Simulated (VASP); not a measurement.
# GaS3 (P6/mmm) in VASP: further runs, part 2 of 2

VASP 6.6.1. Earlier steps stand in the parts before.

## 3. Single point, PBE

This run uses another cell than the first one, of 29.91 Å³/atom.

The input, INCAR:

```
ALGO = Normal
EDIFF = 1E-6
ENCUT = 520
GGA = PE
ISIF = 2
ISMEAR = 0
LASPH = True
LCHARG = False
LREAL = False
LWAVE = False
NBANDS = 24
NELM = 100
PREC = Accurate
SIGMA = 0.1
```

The input, KPOINTS:

```
k-points
0
Gamma
  6 6 4
```

The input, POSCAR:

```
GaS3
1.0
    5.2094488386      0.0000000000      0.0000000000
   -2.6047244193      4.5115150339      0.0000000000
    0.0000000000      0.0000000000      5.0899952346
Ga S
1 3
Direct
    0.0000000000      0.0000000000      0.0000000000
    0.5000000000      0.0000000000      0.0000000000
    0.0000000000      0.5000000000      0.0000000000
    0.5000000000      0.5000000000      0.0000000000
```

Potentials or basis: VASP PAW PBE potentials, release 64 (Ga_d, S).

Started as:

```
cat potpaw_PBE.64/Ga_d/POTCAR potpaw_PBE.64/S/POTCAR > POTCAR
mpirun -np 1 vasp_std > vasp.out
```

OUTCAR:

```text
EDIFF = 1E-6
   ENCUT = 520
   GGA = PE
   ISIF = 2
   ISMEAR = 0
   LASPH = True
   LREAL = False
   NELM = 100
   PREC = Accurate

 ion  position               nearest neighbor table
   1  0.000  0.000  0.000-   3 2.60   4 2.60   3 2.60   4 2.60   2 2.60   2 2.60
   2  0.500  0.000  0.000-   3 2.60   4 2.60   4 2.60   3 2.60   1 2.60   1 2.60
   3  0.000  0.500  0.000-   1 2.60   2 2.60   1 2.60   2 2.60   4 2.60   4 2.60
   4  0.500  0.500  0.000-   1 2.60   2 2.60   2 2.60   1 2.60   3 2.60   3 2.60

  LATTYP: Found a hexagonal cell.
 ALAT       =     5.2094488386
 C/A-ratio  =     0.9770698191

  Lattice vectors:

 A1 = (   5.2094488386,   0.0000000000,   0.0000000000)
 A2 = (  -2.6047244193,   4.5115150339,   0.0000000000)
 A3 = (   0.0000000000,   0.0000000000,   5.0899952346)

Analysis of symmetry for initial positions (statically):
=====================================================================
 Subroutine PRICEL returns:
 Original cell was already a primitive cell.

 Routine SETGRP: Setting up the symmetry group for a
 hexagonal supercell.

 Subroutine GETGRP returns: Found 24 space group operations
 (whereof 24 operations were pure point group operations)
 out of a pool of 24 trial point group operations.

The static configuration has the point symmetry D_6h.

Analysis of symmetry for dynamics (positions and initial velocities):
=====================================================================
 Subroutine PRICEL returns:
 Original cell was already a primitive cell.

 Routine SETGRP: Setting up the symmetry group for a
 hexagonal supercell.

 Subroutine GETGRP returns: Found 24 space group operations
 (whereof 24 operations were pure point group operations)
 out of a pool of 24 trial point group operations.

The dynamic configuration has the point symmetry D_6h.

 Subroutine INISYM returns: Found 24 space group operations
 (whereof 24 operations are pure point group operations),
 and found     1 'primitive' translations

----------------------------------------------------------------------------------------

                                     Primitive cell

  volume of cell :     119.6276

  direct lattice vectors                    reciprocal lattice vectors
     5.209448839  0.000000000  0.000000000     0.191958887  0.110827515  0.000000000
    -2.604724419  4.511515034  0.000000000     0.000000000  0.221655030  0.000000000
     0.000000000  0.000000000  5.089995235     0.000000000  0.000000000  0.196463838

  length of vectors
     5.209448839  5.209448839  5.089995235     0.221655030  0.221655030  0.196463838

  position of ions in fractional coordinates (direct lattice)
     0.000000000  0.000000000  0.000000000
     0.500000000  0.000000000  0.000000000
     0.000000000  0.500000000  0.000000000
     0.500000000  0.500000000  0.000000000

  ion indices of the primitive-cell ions
   primitive index   ion index
                 1           1
                 2           2
                 3           3
                 4           4

----------------------------------------------------------------------------------------

 KPOINTS: k-points

Automatic generation of k-mesh.
 Grid dimensions read from file:
 generate k-points for:    6    6    4

 Generating k-lattice:

  Cartesian coordinates                     Fractional coordinates (reciprocal lattice)
     0.031993148  0.018471252  0.000000000     0.166666667  0.000000000  0.000000000
     0.000000000  0.036942505  0.000000000     0.000000000  0.166666667  0.000000000
     0.000000000  0.000000000  0.049115960     0.000000000  0.000000000  0.250000000

  Length of vectors
     0.036942505  0.036942505  0.049115960

  Shift w.r.t. Gamma in fractional coordinates (k-lattice)
     0.000000000  0.000000000  0.000000000

 Subroutine IBZKPT returns following result:
 ===========================================

 Found     21 irreducible k-points:

 Following reciprocal coordinates:
            Coordinates               Weight
  0.000000  0.000000  0.000000      1.000000
  0.166667  0.000000  0.000000      6.000000
  0.333333 -0.000000  0.000000      6.000000
  0.500000 -0.000000  0.000000      3.000000
  0.166667  0.166667  0.000000      6.000000
  0.333333  0.166667  0.000000     12.000000
[... 13 lines left out ...]
  0.333333  0.166667  0.500000     12.000000
  0.333333  0.333333  0.500000      2.000000
   k-points           NKPTS =     21   k-points in BZ     NKDIM =     21   number of bands    NBANDS=     24
   number of dos      NEDOS =    301   number of ions     NIONS =      4
   total plane-waves  NPLWV =  64000
   dimension x,y,z NGX =    40 NGY =   40 NGZ =   40
   dimension x,y,z NGXF=    80 NGYF=   80 NGZF=   80
   ions per type =               1   3
   NGX,Y,Z   is equivalent  to a cutoff of  12.76, 12.76, 13.06 a.u.
   NGXF,Y,Z  is equivalent  to a cutoff of  25.53, 25.53, 26.13 a.u.
 SYSTEM =  unknown system
   PREC   = accura    normal or accurate (medium, high low for compatibility)
   ISTART =      0    job   : 0-new  1-cont  2-samecut
   ICHARG =      2    charge: 1-file 2-atom 10-const
   ISPIN  =      1    spin polarized calculation?
   LNONCOLLINEAR =      F non collinear calculations
   LSORBIT =      F    spin-orbit coupling
   LASPH  =      T    aspherical Exc in radial PAW
   ENCUT  =  520.0 eV  38.22 Ry    6.18 a.u.   9.69  9.69  9.46*2*pi/ulx,y,z
   NELM   =    100;   NELMIN=  2; NELMDL= -5     # of ELM steps
   EDIFF  = 0.1E-05   stopping-criterion for ELM
   LREAL  =      F    real-space projection
   EDIFFG = 0.1E-04   stopping-criterion for IOM
   NSW    =      0    number of steps for IOM
   IBRION =     -1    ionic relax: 0-MD 1-quasi-New 2-CG
   NFREE  =      0    steps in history (QN), initial steepest desc. (CG)
   ISIF   =      2    stress and relaxation
   ISYM   =      2    0-nonsym 1-usesym 2-fastsym
   POTIM  = 0.5000    time-step for ionic-motion
   TEBEG  =    0.0;   TEEND  =   0.0 temperature during run
   PSTRESS=    0.0 pullay stress
   NELECT =      31.0000    total number of electrons
   NUPDOWN=      -1.0000    fix difference up-down
   EMIN   =  10.00;   EMAX   =-10.00  energy-range for DOS
   EFERMI =   0.00;   METHOD = LEGACY
   ISMEAR =     0;   SIGMA  =   0.10  broadening in eV -4-tet -1-fermi 0-gaus
   EFERMI_NEDOS =   21; number of points for ismear=-14 and -15
   IALGO  =     38    algorithm
   IMIX   =      4    mixing-type and parameters
     AMIX     =   0.40;   BMIX     =  1.00
     AMIX_MAG =   1.60;   BMIX_MAG =  1.00
  volume/ion in A,a.u.               =      29.91       201.82
  Fermi-wavevector in a.u.,A,eV,Ry     =   1.043722  1.972349 14.821585  1.089356
  Thomas-Fermi vector in A             =   2.178444
   LORBIT       =      0    0 simple, 1 ext, 2 COOP (PROOUT), +10 PAW based schemes
   GGA     = PE    functional components
   LHFCALC =     F    Hartree Fock is set to
   AEXX    =    0.0000 exact exchange contribution
   IVDW    =     0    specifies the selected vdW correction
   LEPSILON=     F    determine dielectric tensor
   LRPA    =     F    only Hartree local field effects (RPA)
 non-spin polarized calculation
 Gauss-broadening in eV      SIGMA  =   0.10
  energy-cutoff  :      520.00
  volume of cell :      119.63
 maximum number of plane-waves:      3259
 NGX is ok and might be reduce to    40
   NGX = 19   NGY = 19   NGZ = 19

 number of electron      31.0000011 magnetization

 Free energy of the ion-electron system (eV)
  ---------------------------------------------------
  ext. energy  EPLUGINS =         0.00000000
  ---------------------------------------------------
  free energy    TOTEN  =       -12.94252686 eV

  energy without entropy =      -12.92178002  energy(sigma->0) =      -12.93215344

 E-fermi :   0.9473     XC(G=0):  -7.5231

 val. band max:        0.9437406959   @ k =   0.0000   0.0000   0.0000
 cond. band min:       0.9985396141   @ k =   0.3333   0.1667   0.0000
 fundamental gap:      0.0547989182
 Fermi energy:         0.9473025958

 k-point     1 :       0.0000    0.0000    0.0000
  band No.  band energies     occupation
      1     -14.2028      2.00000
      2     -13.7197      2.00000
      3     -13.7197      2.00000
      4     -13.6796      2.00000
      5     -13.6796      2.00000
      6     -13.3692      2.00000
[... 556 lines left out ...]
     23       9.5735      0.00000
     24       9.9088      0.00000

------------------------ aborting loop because EDIFF is reached ----------------------------------------

  FORCE on cell =-STRESS in cart. coord.  units (eV):
  Direction    XX          YY          ZZ          XY          YZ          ZX
  --------------------------------------------------------------------------------------
  -------------------------------------------------------------------------------------
  Total       -0.0597712     -0.0597712      0.0125730      0.0000000     -0.0000000      0.0000000
  in kB       -0.8005180     -0.8005180      0.1683905      0.0000000     -0.0000000      0.0000000
  external PRESSURE =      -0.4775485 kB  Pullay stress =       0.0000000 kB

 VOLUME and BASIS-vectors are now :
 -----------------------------------------------------------------------------
  energy-cutoff  :      520.00
  volume of cell :      119.63
      direct lattice vectors                 reciprocal lattice vectors
     5.209448839  0.000000000  0.000000000     0.191958887  0.110827515  0.000000000
    -2.604724419  4.511515034  0.000000000     0.000000000  0.221655030  0.000000000
     0.000000000  0.000000000  5.089995235     0.000000000  0.000000000  0.196463838

 POSITION                                       TOTAL-FORCE (eV/Angst)
 -----------------------------------------------------------------------------------
      0.00000      0.00000      0.00000         0.000000      0.000000      0.000000
      2.60472      0.00000      0.00000         0.000000      0.000000      0.000000
     -1.30236      2.25576      0.00000         0.000000      0.000000      0.000000
      1.30236      2.25576      0.00000        -0.000000      0.000000      0.000000
 -----------------------------------------------------------------------------------
    total drift:                               -0.000000      0.000000     -0.000000

  FREE ENERGIE OF THE ION-ELECTRON SYSTEM (eV)
  ---------------------------------------------------
  free  energy   TOTEN  =       -12.9425268558 eV

  energy  without entropy=      -12.9217800194  energy(sigma->0) =      -12.93215344
```

OSZICAR:

```text
N       E                     dE             d eps       ncg     rms          rms(c)
DAV:   1     0.232984624875E+03    0.23298E+03   -0.13535E+04  1048   0.137E+03
DAV:   2     0.162085479757E+02   -0.21678E+03   -0.19991E+03  1168   0.351E+02
DAV:   3    -0.122533827688E+02   -0.28462E+02   -0.27413E+02  1312   0.105E+02
DAV:   4    -0.133610957421E+02   -0.11077E+01   -0.11025E+01  1288   0.234E+01
DAV:   5    -0.133933807495E+02   -0.32285E-01   -0.32242E-01  1360   0.335E+00    0.138E+01
DAV:   6    -0.130208867593E+02    0.37249E+00   -0.32603E-01  1600   0.123E+01    0.846E+00
DAV:   7    -0.129450903004E+02    0.75796E-01   -0.29201E-01  1432   0.462E+00    0.785E-01
DAV:   8    -0.129411184722E+02    0.39718E-02   -0.42418E-02  1232   0.249E+00    0.314E-01
DAV:   9    -0.129419440805E+02   -0.82561E-03   -0.49853E-03  1288   0.618E-01    0.106E-01
DAV:  10    -0.129423011217E+02   -0.35704E-03   -0.68835E-04  1336   0.158E-01    0.362E-02
DAV:  11    -0.129425245400E+02   -0.22342E-03   -0.23559E-04  1160   0.136E-01    0.292E-02
DAV:  12    -0.129425253253E+02   -0.78533E-06   -0.22297E-05  1328   0.514E-02    0.104E-02
DAV:  13    -0.129425267344E+02   -0.14091E-05   -0.35433E-06  1152   0.149E-02    0.276E-03
DAV:  14    -0.129425268558E+02   -0.12141E-06   -0.44622E-07   952   0.562E-03
   1 F= -.12942527E+02 E0= -.12932153E+02  d E =-.207468E-01
```

Wall time 80 s (1 thread of Intel Xeon 8259CL, shared host); peak memory 0.25 GiB.

What came out:

```yaml
Free_energy: -12.9425 eV
Pressure: 0.0 GPa
Band_gap_on_the_k_mesh: zero (an odd number of electrons rules out a gap without spin polarisation)
```

Levels at points of the mesh, in eV from the Fermi level:
| k point | band 13 | band 14 | band 15 | band 16 | band 17 | band 18 | band 19 | band 20 |
| --- | --- | --- | --- | --- | --- | --- | --- | --- |
| (0.00, 0.00, 0.00) | -3.35 | 0.00 | 0.00 | 1.99 | 3.50 | 3.50 | 4.09 | 4.52 |
| (0.50, 0.00, 0.00) | -1.69 | -1.65 | -1.44 | -0.14 | 1.49 | 3.24 | 3.38 | 3.71 |
| (0.00, 0.00, 0.50) | -3.46 | -0.14 | -0.14 | 2.00 | 3.51 | 3.51 | 3.56 | 6.52 |
| (0.50, 0.00, 0.50) | -1.94 | -1.68 | -1.43 | -0.30 | 1.61 | 2.43 | 3.39 | 3.77 |

## 4. Relaxation of cell and atoms, PBE

The input, INCAR:

```
SYSTEM = GaS3
PREC     = Accurate       ! precision mode
ENCUT    = 600            ! plane-wave cutoff, eV
EDIFF    = 1E-6           ! SCF threshold, eV
ISMEAR   = 0              ! smearing method
SIGMA    = 0.1            ! smearing width, eV
LREAL    = .FALSE.        ! projectors in reciprocal space
LASPH    = .TRUE.         ! aspherical terms in the spheres
NELM     = 60             ! most SCF steps
ALGO     = Normal         ! electronic algorithm
ISIF     = 3              ! what is computed and relaxed
LWAVE    = .FALSE.        ! write WAVECAR
LCHARG   = .FALSE.        ! write CHGCAR
GGA      = PE             ! functional
IBRION   = 2              ! ionic algorithm
NSW      = 90             ! ionic steps
EDIFFG   = -0.04          ! ionic threshold
```

The input, KPOINTS:

```
Automatic mesh
0
G
  6 6 4
  0 0 0
```

The input, POSCAR:

```
GaS3
1.0
    3.8428691000      0.0000000000      0.0000000000
   -1.9214345500      3.3280222600      0.0000000000
    0.0000000000      0.0000000000      7.2620894300
Ga S
1 3
Direct
    0.0000000000      0.0000000000      0.0000000000
    0.5000000000      0.0000000000      0.0000000000
    0.0000000000      0.5000000000      0.0000000000
    0.5000000000      0.5000000000      0.0000000000
```

Started as:

```
cat potpaw_PBE.64/Ga_d/POTCAR potpaw_PBE.64/S/POTCAR > POTCAR
mpirun -np 1 vasp_std > vasp.out
```

Run time: 6.1 min. Hardware: 1 thread of Intel Xeon 8259CL, shared host; peak memory 0.27 GiB.

It converged, with:

```yaml
Free_energy: -12.9196 eV
Relaxed_cell: a = 5.209 Å, b = 5.209 Å, c = 7.257 Å, α = 90.00°, β = 90.00°, γ = 120.00°
Space_group_after_relaxing_to_0.1_Å: P6/mmm (No. 191)
Energy_gained_by_relaxing: 5387.0 meV/atom
Ionic_steps: 7
Pressure_after_relaxing: -0.1 GPa
Band_gap_on_the_k_mesh: zero (an odd number of electrons rules out a gap without spin polarisation)
```

Stress tensor (GPa, compression positive):
```
-0.09  0.00  0.00
 0.00 -0.09  0.00
 0.00  0.00 -0.01
```

The path:
```csv
step,energy change (eV),largest force (eV/Å),pressure (GPa),volume (Å³)
1,0.0000,0.0000,103.47,92.88
2,-7.4182,0.0000,-13.02,403.39
3,-20.6130,0.0000,-4.22,209.09
4,-21.0298,0.0000,-3.42,197.55
5,-21.5030,0.0000,1.60,163.92
6,-21.5406,0.0000,-0.57,173.04
7,-21.5481,0.0000,-0.06,170.56
```

Final structure:
```yaml
crystal:
  lattice:
    - [5.20942, 0.00000, 0.00000]
    - [-2.60471, 4.51149, 0.00000]
    - [0.00000, 0.00000, 7.25737]
  atoms:
    - { symbol: Ga, position: [0.00000, 0.00000, 0.00000] }
    - { symbol: S, position: [0.50000, 0.00000, 0.00000] }
    - { symbol: S, position: [0.00000, 0.50000, 0.00000] }
    - { symbol: S, position: [0.50000, 0.50000, 0.00000] }
```

Levels at points of the mesh, in eV from the Fermi level:
| k point | band 13 | band 14 | band 15 | band 16 | band 17 | band 18 | band 19 |
| --- | --- | --- | --- | --- | --- | --- | --- |
| (0.00, 0.00, 0.00) | -3.48 | -0.06 | -0.06 | 2.00 | 3.51 | 3.51 | 4.09 |
| (0.50, 0.00, 0.00) | -1.78 | -1.68 | -1.43 | -0.21 | 1.56 | 2.87 | 3.39 |
| (0.00, 0.00, 0.50) | -3.48 | -0.07 | -0.07 | 2.00 | 3.51 | 3.51 | 3.85 |
| (0.50, 0.00, 0.50) | -1.79 | -1.68 | -1.43 | -0.22 | 1.57 | 2.79 | 3.39 |

Caveat: the volume moved by over 15 % at a fixed basis, so the end points are rough.

## 5. Single point, PBE

This run uses another cell than the first one, of 31.92 Å³/atom.

The input, INCAR:

```
PREC = Accurate ; ENCUT = 520
EDIFF = 1E-6 ; ISMEAR = 0
SIGMA = 0.1 ; LREAL = False
LASPH = True ; NELM = 80
ALGO = Normal ; ISIF = 2
LWAVE = False ; LCHARG = True
GGA = PE ; LELF = True
LVHAR = True ; NBANDS = 24
```

The input, KPOINTS:

```
Automatic mesh
0
Gamma
  12 12 8
```

The input, POSCAR:

```
GaS3
1.0
    5.1955611714      0.0000000000      0.0000000000
   -2.5977805857      4.4994879613      0.0000000000
    0.0000000000      0.0000000000      5.4615240702
Ga S
1 3
Direct
    0.0000000000      0.0000000000      0.0000000000
    0.5000000000      0.0000000000      0.0000000000
    0.0000000000      0.5000000000      0.0000000000
    0.5000000000      0.5000000000      0.0000000000
```

Started as:

```
cat potpaw_PBE.64/Ga_d/POTCAR potpaw_PBE.64/S/POTCAR > POTCAR
mpirun -np 1 vasp_std > vasp.out
```

Wall time 5.3 min (1 thread of Intel Xeon 8259CL, shared host); peak memory 0.4 GiB.

It converged, with:

```yaml
Free_energy: -13.0377 eV
Pressure: 0.0 GPa
Band_gap_on_the_k_mesh: zero (an odd number of electrons rules out a gap without spin polarisation)
```

Levels at points of the mesh, in eV from the Fermi level:
```csv
k point,band 14,band 15,band 16,band 17,band 18,band 19
"(0.00, 0.00, 0.00)",-0.03,-0.03,2.01,3.56,3.56,4.03
"(0.50, 0.00, 0.00)",-1.71,-1.43,-0.17,1.54,3.10,3.43
"(0.00, 0.00, 0.50)",-0.10,-0.10,2.01,3.56,3.56,3.68
"(0.50, 0.00, 0.50)",-1.71,-1.43,-0.27,1.61,2.55,3.43
```

## 6. Single point, PBE

This run uses another cell than the first one, of 31.92 Å³/atom.

The input, INCAR:

```
SYSTEM = GaS3
ALGO = Normal
EDIFF = 1E-7
ENCUT = 520
GGA = PE
ISIF = 2
ISMEAR = 0
LASPH = .True.
LCHARG = .True.
LELF = .True.
LREAL = .False.
LVHAR = .True.
LWAVE = .False.
NBANDS = 24
NELM = 80
PREC = Accurate
SIGMA = 0.1
```

The input, KPOINTS:

```
k-points
0
Gamma
  12 12 10
  0 0 0
```

POSCAR is that of step 5.

Potentials or basis: VASP PAW PBE potentials, release 64 (Ga_d, S).

Started as:

```
cat potpaw_PBE.64/Ga_d/POTCAR potpaw_PBE.64/S/POTCAR > POTCAR
mpirun -np 1 vasp_std > vasp.out
```

It took 6 min on 1 thread of Intel Xeon 8259CL, shared host; peak memory 0.44 GiB.

It converged, with:

| Property | Result |
| --- | --- |
| Free energy | -13.0377 eV |
| Pressure | 0.0 GPa |
| Band gap on the k mesh | zero (an odd number of electrons rules out a gap without spin polarisation) |

Levels at points of the mesh, in eV from the Fermi level:
```
           k point  band 12  band 13  band 14  band 15  band 16  band 17  band 18  band 19  band 20  band 21
(0.00, 0.00, 0.00)    -3.52    -3.45    -0.03    -0.03     2.01     3.56     3.56     4.03     4.38     7.07
(0.50, 0.00, 0.00)    -2.37    -1.72    -1.71    -1.43    -0.17     1.54     3.10     3.43     3.73     5.76
(0.00, 0.00, 0.50)    -3.65    -3.47    -0.10    -0.10     2.01     3.56     3.56     3.68     6.62     6.89
(0.50, 0.00, 0.50)    -2.52    -1.90    -1.71    -1.43    -0.27     1.61     2.55     3.43     3.77     7.92
```

## 7. Overview

| task | cell | k mesh | cutoff (eV) | gap on the mesh (eV) | pressure (GPa) |
| --- | --- | --- | --- | --- | --- |
| single point | a = 3.843, b = 3.843, c = 7.262 Å, angles 90.0, 90.0, 120.0°, 4 atoms | 6 × 6 × 4 | 520 | none | 103.5 |
| single point | a = 5.209, b = 5.209, c = 5.090 Å, angles 90.0, 90.0, 120.0°, 4 atoms | 6 × 6 × 4 | 520 | none | 0.0 |
| relaxation of cell and atoms | relaxed from a = 3.843, b = 3.843, c = 7.262 Å, angles 90.0, 90.0, 120.0°, 4 atoms | 6 × 6 × 4 | 600 | none | -0.1 |
| single point | a = 5.196, b = 5.196, c = 5.462 Å, angles 90.0, 90.0, 120.0°, 4 atoms | 12 × 12 × 8 | 520 | none | 0.0 |
| single point | a = 5.196, b = 5.196, c = 5.462 Å, angles 90.0, 90.0, 120.0°, 4 atoms | 12 × 12 × 10 | 520 | none | 0.0 |

Alike in all rows: level PBE; potentials or basis VASP PAW PBE potentials, release 64 (Ga_d, S); no spin polarisation; smearing gaussian 0.1 eV.

Caveats: the cell stands under pressure (at least some runs); the volume moved by over 15 % at a fixed basis, so the end points are rough (at least some runs).

Total energies depend on the potentials used, so only differences within one code and one set of settings carry meaning.
